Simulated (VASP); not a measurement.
Write the native input for VASP 6.6.1 that does the following.

```
Task                   : single point
Functional             : r2SCAN
Potentials or basis    : VASP PAW PBE potentials, release 64 (Sc_sv, Al)
Cutoff                 : 520 eV
k mesh                 : 12 × 12 × 12
Occupations            : gaussian, width 0.1 eV
Spin                   : no spin polarisation
Dipole correction      : no
Further INCAR settings : ALGO = Normal; EDIFF = 1e-06; NBANDS = 14
```

ScAl:

```
Sc Al
1.0
     3.37035    0.00000    0.00000
     0.00000    3.37035    0.00000
     0.00000    0.00000    3.37035
Sc Al
1 1
Direct
  0.50000 0.50000 0.50000
  0.00000 0.00000 0.00000
```

One way to write it, as run:

POSCAR

```
ScAl
1.0
    3.3703489700      0.0000000000      0.0000000000
    0.0000000000      3.3703489700      0.0000000000
    0.0000000000      0.0000000000      3.3703489700
Sc Al
1 1
Direct
    0.5000000000      0.5000000000      0.5000000000
    0.0000000000      0.0000000000      0.0000000000
```

INCAR.step1

```
SYSTEM = ScAl
  ALGO = Normal
  EDIFF = 1E-4
  ENCUT = 520
  GGA = PE
  ISMEAR = 0
  LASPH = .True.
  LCHARG = .False.
  LREAL = .False.
  LWAVE = .True.
  NBANDS = 14
  NELM = 60
  PREC = Accurate
  SIGMA = 0.1
```

INCAR.step2

```
SYSTEM = ScAl
  ALGO = Normal
  EDIFF = 1E-6
  ENCUT = 520
  ISIF = 2
  ISMEAR = 0
  ISTART = 1
  LASPH = .True.
  LCHARG = .True.
  LELF = .True.
  LMIXTAU = .True.
  LREAL = .False.
  LVHAR = .True.
  LWAVE = .False.
  METAGGA = R2SCAN
  NBANDS = 14
  NELM = 60
  PREC = Accurate
  SIGMA = 0.1
```

KPOINTS

```
k-points
0
Gamma
  12 12 12
  0 0 0
```

Potentials or basis: VASP PAW PBE potentials, release 64 (Sc_sv, Al).

Launch:

```sh
$ cat potpaw_PBE.64/Sc_sv/POTCAR potpaw_PBE.64/Al/POTCAR > POTCAR
$ cp INCAR.step1 INCAR
$ mpirun -np 1 vasp_std > vasp.out
$ cp INCAR.step2 INCAR
$ mpirun -np 1 vasp_std > vasp.out
```

It gave:

The pressure is 0.1 GPa. The band gap on the k mesh is zero (bands 7 and 8 overlap by 1.27 eV).

Caveat: the PAW data sets were made with another functional, which shifts forces and pressure a little.

Run time: 84 s on 1 thread of Intel(R) Xeon(R) 6975P-C (Granite Rapids), on a shared host, peak memory 0.19 GiB.
